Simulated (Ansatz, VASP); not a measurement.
BaTiO3 in VASP and in Ansatz

The input POSCAR:

```
BaTiO3
1.0
    3.9841000000      0.0000000000      0.0000000000
    0.0000000000      2.8370500000      2.8458000000
    0.0000000000     -2.8370500000      2.8458000000
Ba Ti O
1 1 3
Direct
    0.0000000000      0.0000000000      0.0000000000
    0.5000000000      0.5079000000      0.5079000000
    0.0000000000      0.4921000000      0.4921000000
    0.5000000000      0.5025100000      0.9937100000
    0.5000000000      0.9937100000      0.5025100000
```

INCAR.step1

```
PREC = Accurate
ENCUT = 600
ISMEAR = 0
SIGMA = 0.02
LREAL = False
LASPH = True
NELM = 100
GGA = PE
ALGO = Normal
EDIFF = 1E-4
LWAVE = True
LCHARG = False
```

File INCAR.step2:

```
PREC = Accurate
ENCUT = 600
EDIFF = 1E-7
ISMEAR = 0
SIGMA = 0.02
LREAL = False
LASPH = True
NELM = 100
ALGO = Normal
ISIF = 3
LWAVE = False
LCHARG = False
METAGGA = R2SCAN
LMIXTAU = True
IBRION = 2
NSW = 80
EDIFFG = -0.01
ISTART = 1
```

KPOINTS

```
Automatic mesh
0
Gamma
  2 2 2
```

Input for Ansatz:

```yaml
crystal:
  lattice:
    - [3.9841, 0.0, 0.0]
    - [0.0, 2.83705, 2.8458]
    - [0.0, -2.83705, 2.8458]
  atoms:
    - { symbol: Ba, position: [0.0, 0.0, 0.0] }
    - { symbol: Ti, position: [0.5, 0.5079, 0.5079] }
    - { symbol: O, position: [0.0, 0.4921, 0.4921] }
    - { symbol: O, position: [0.5, 0.50251, 0.99371] }
    - { symbol: O, position: [0.5, 0.99371, 0.50251] }
basis:
  ecutwfc: 500
kpoints:
  mp_grid: { grid: [2, 2, 2] }
hamiltonian:
  xc: r2scan
scf:
  occupations: { method: gaussian, width: 0.02 }
output:
  forces: true
  stress: true
  eigenvalues: true
relax:
  adjacent_minimum: "off"
  f_tol: 0.01
  max_steps: 60
  cell: { stress_tol: 0.05 }
```

Alike in both runs: task relaxation of cell and atoms; functional r2SCAN; k mesh 2 × 2 × 2; occupations gaussian, width 0.02 eV; no spin polarisation.

```csv
,VASP,Ansatz
version,VASP 6.6.1,Ansatz 0.2.0
potentials or method,"VASP PAW PBE potentials, release 64 (Ba_sv, Ti_sv, O), cutoff 600 eV","scalar-relativistic, plane waves, PAW"
valence electrons in the cell,40,40
```

VASP gave:

```
gap on the k mesh at the Fermi level, each at its own relaxed structure (eV) : 3.35
relaxed volume (Å³/atom)                                                     : 13.77
relaxed cell length with the largest relative difference (Å)                 : 3.851
```

Task: What did Ansatz give for the same quantities?

Result: gap on the k mesh at the Fermi level, each at its own relaxed structure (eV): 3.40; relaxed volume (Å³/atom): 13.64; relaxed cell length with the largest relative difference (Å): 3.837.

VASP's potentials were made for PBE, not for r2SCAN.

The k mesh is coarse, so the values compare programs but aren't converged. Spin-orbit coupling is off throughout.
